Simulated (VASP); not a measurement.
Runs of VASP 6.6.1 on BP. The structure is that of space group F-43m (No. 216), or close to it. The cells are those of the table. 

| cell | gap on the mesh (eV) | pressure (GPa) |
| --- | --- | --- |
| a = 3.209 Å, angles 60.0°, 2 atoms | (a) | 3.6 |
| a = 3.199, b = 3.199, c = 3.230 Å, angles 59.7, 59.7, 60.7°, 2 atoms | 0.95 | 3.5 |
| a = 3.220, b = 3.220, c = 3.187 Å, angles 60.3, 60.3, 59.3°, 2 atoms | 1.10 | 3.5 |
| a = 3.232, b = 3.232, c = 3.166 Å, angles 60.7, 60.7, 58.7°, 2 atoms | 0.95 | 3.5 |
| a = 3.244, b = 3.244, c = 3.145 Å, angles 61.0, 61.0, 58.0°, 2 atoms | 0.80 | 3.5 |

Alike in all rows: task single point; level RPBE; potentials or basis VASP PAW PBE potentials, release 64 (B, P); no spin polarisation; k mesh 7 × 7 × 7; cutoff (eV) 500; smearing fermi-dirac 0.02 eV.

Q: Estimate the missing entries.

A: (a) 1.25.

Caveats: the PAW data sets were made with another functional, which shifts forces and pressure a little.

A k mesh can miss the band edges.
